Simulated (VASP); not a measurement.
Wanted: the native input for a VASP 6.6.1 run.

```yaml
Task: single point
Functional: r2SCAN
Dispersion: D3(BJ)
Potentials_or_basis: VASP PAW PBE potentials, release 64 (Pb_d, S)
Cutoff: 550 eV
k_mesh: 4 × 4 × 4
Occupations: gaussian, width 0.1 eV
Spin: no spin polarisation
Dipole_correction: no
Further_INCAR_settings: ALGO = Normal; EDIFF = 1e-06; NBANDS = 17
```

Crystal: PbS.

```
Pb S
1.0
     3.65366    0.00000    0.00000
     0.00000    3.65366    0.00000
     0.00000    0.00000    3.65366
Pb S
1 1
Cartesian
  0.0000 0.0000 0.0000
  1.8268 1.8268 1.8268
```

One way to write it, as run:

POSCAR

```
PbS
1.0
    3.6536590000      0.0000000000      0.0000000000
    0.0000000000      3.6536590000      0.0000000000
    0.0000000000      0.0000000000      3.6536590000
Pb S
1 1
Direct
    0.0000000000      0.0000000000      0.0000000000
    0.5000000000      0.5000000000      0.5000000000
```

INCAR.step1

```
SYSTEM = PbS
ALGO = Normal
EDIFF = 1E-5
ENCUT = 550
GGA = PE
GGA_COMPAT = .False.
ISMEAR = 0
LASPH = .True.
LCHARG = .False.
LREAL = .False.
LWAVE = .True.
NBANDS = 17
NELM = 120
PREC = Accurate
SIGMA = 0.1
```

INCAR.step2

```
SYSTEM = PbS
ALGO = Normal
EDIFF = 1E-6
ENCUT = 550
GGA_COMPAT = .False.
ISIF = 2
ISMEAR = 0
ISTART = 1
IVDW = 12
LASPH = .True.
LCHARG = .True.
LELF = .True.
LMIXTAU = .True.
LREAL = .False.
LVHAR = .True.
LWAVE = .False.
METAGGA = R2SCAN
NBANDS = 17
NELM = 120
PREC = Accurate
SIGMA = 0.1
VDW_A1 = 0.49484001
VDW_A2 = 5.73083694
VDW_S6 = 1.0
VDW_S8 = 0.78981345
```

KPOINTS

```
k-points
0
Gamma
  4 4 4
  0 0 0
```

Potentials or basis: VASP PAW PBE potentials, release 64 (Pb_d, S).

Launch:

```console
$ cat potpaw_PBE.64/Pb_d/POTCAR potpaw_PBE.64/S/POTCAR > POTCAR
$ cp INCAR.step1 INCAR
$ mpirun -np 1 vasp_std > vasp.out
$ cp INCAR.step2 INCAR
$ mpirun -np 1 vasp_std > vasp.out
```

Results of the run:

```
Pressure                   : -2.7 GPa
Band gap on the k mesh     : zero (band 10 reaches 5.86 eV, above the bottom of band 11 at 5.71 eV)
Dispersion energy per atom : -0.175 eV
```

Caveat: the k points lie up to 0.43 Å⁻¹ apart; three body term missing; the PAW data sets were made with another functional, which shifts forces and pressure a little; spin-orbit coupling is left out, which moves the levels of the heavy elements; pairwise dispersion overbinds metals, which lowers pressure and volume.

Run time: 25 s on 1 thread of Intel(R) Xeon(R) Platinum 8488C (Sapphire Rapids) (shared host), peak memory 0.17 GiB.
